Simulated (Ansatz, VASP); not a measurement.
**AlP in VASP and in Ansatz**

Contents of INCAR:

```
  PREC = Accurate
  ENCUT = 500
  EDIFF = 1E-6
  ISMEAR = 0
  SIGMA = 0.01
  LREAL = F
  LASPH = T
  NELM = 120
  ALGO = Normal
  ISIF = 2
  LWAVE = F
  LCHARG = F
  NBANDS = 11
  GGA_COMPAT = F
```

Contents of KPOINTS:

```
Automatic mesh
0
Gamma
  8 8 8
```

Contents of POSCAR:

```
AlP
1.0
    2.7169267060      2.7169267060      0.0000000000
   -2.7169267060      2.7169267060      0.0000000000
    0.0000000000      2.7169267060      2.7169267060
Al P
1 1
Direct
    0.0000000000      0.0000000000      0.0000000000
    0.7500000000      0.2500000000      0.5000000000
```

Input for Ansatz:

```yaml
crystal:
  lattice:
    - [2.71692670604, 2.71692670604, 0.0]
    - [-2.71692670604, 2.71692670604, 0.0]
    - [0.0, 2.71692670604, 2.71692670604]
  atoms:
    - { symbol: Al, position: [0.0, 0.0, 0.0] }
    - { symbol: P, position: [0.75, 0.25, 0.5] }
kpoints:
  mp_grid: { grid: [8, 8, 8] }
scf:
  occupations: { method: fixed }
hamiltonian:
  xc: lda
  pseudopotentials: { kind: all_electron, lapw: { basis_error: 0.001 } }
output:
  forces: true
  stress: true
  eigenvalues: true
  eigenstates:
    nscf_kmesh: { grid: [12, 12, 12] }
    de_dk: true
    e_range: [-9, 11.42016093171]
checkpoint:
  write: ck
  write_wavefunctions: false
```

Alike in both runs: task single point; functional LDA; k mesh 8 × 8 × 8; no spin polarisation.

|  | VASP | Ansatz |
| --- | --- | --- |
| version | VASP 6.6.1 | Ansatz 0.2.0 |
| potentials or method | VASP PAW LDA potentials, release 64 (Al, P), cutoff 500 eV | all-electron LAPW, scalar-relativistic |
| occupations | gaussian, width 0.01 eV | fixed |

Ansatz gave:

* gap on the k mesh at the Fermi level (eV): 1.42
* pressure (GPa): 0.0

Question: What did VASP give for the same quantities?

Answer: gap on the k mesh at the Fermi level (eV): 1.41; pressure (GPa): 0.1.

LDA's correlation is that of Perdew and Zunger in VASP and of Perdew and Wang (1992) in Ansatz. Ansatz ran all-electron here, and VASP with PAW potentials.
